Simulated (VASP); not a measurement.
# TePb2S: single point with LDA

TePb2S:

```
Te Pb S
1.0
     2.22198    1.28286    7.25989
    -2.22198    1.28286    7.25989
     0.00000   -2.56572    7.25989
Te Pb S
1 2 1
Direct
  0.50000 0.50000 0.50000
  0.74171 0.74171 0.74171
  0.25829 0.25829 0.25829
  0.00000 0.00000 0.00000
```

```
Program             : VASP 6.6.1
Task                : single point
Functional          : LDA
Potentials or basis : VASP PAW LDA potentials, release 64 (Te, Pb_d, S)
Cutoff              : 520 eV
k mesh              : 3 × 3 × 3
Occupations         : gaussian, width 0.01 eV
Spin                : no spin polarisation
```

```
Pressure               : -4.0 GPa
Largest force          : 0.034 eV/Å
Band gap on the k mesh : 0.64 eV, direct
```

Forces on the atoms (eV/Å):
```
Te   0.000  0.000  0.000
Pb   0.000  0.000  0.034
Pb   0.000  0.000 -0.034
S    0.000  0.000  0.000
```

Stress tensor (GPa, compression positive):
```
-3.75  0.00  0.00
 0.00 -3.75  0.00
 0.00  0.00 -4.49
```

Levels at points of the mesh, in eV from the valence-band top:
```csv
k point,band 18,band 19,band 20,band 21,band 22,band 23
"(0.00, 0.00, 0.00)",-0.60,-0.60,0.00,0.64,1.61,1.61
```

It took 100 s on 1 thread of AMD EPYC 7R43 64-Core Processor (Zen 3) (shared host), peak memory 0.32 GiB.

Caveat: the k points lie up to 0.55 Å⁻¹ apart; spin-orbit coupling is left out, which moves the levels of the heavy elements.
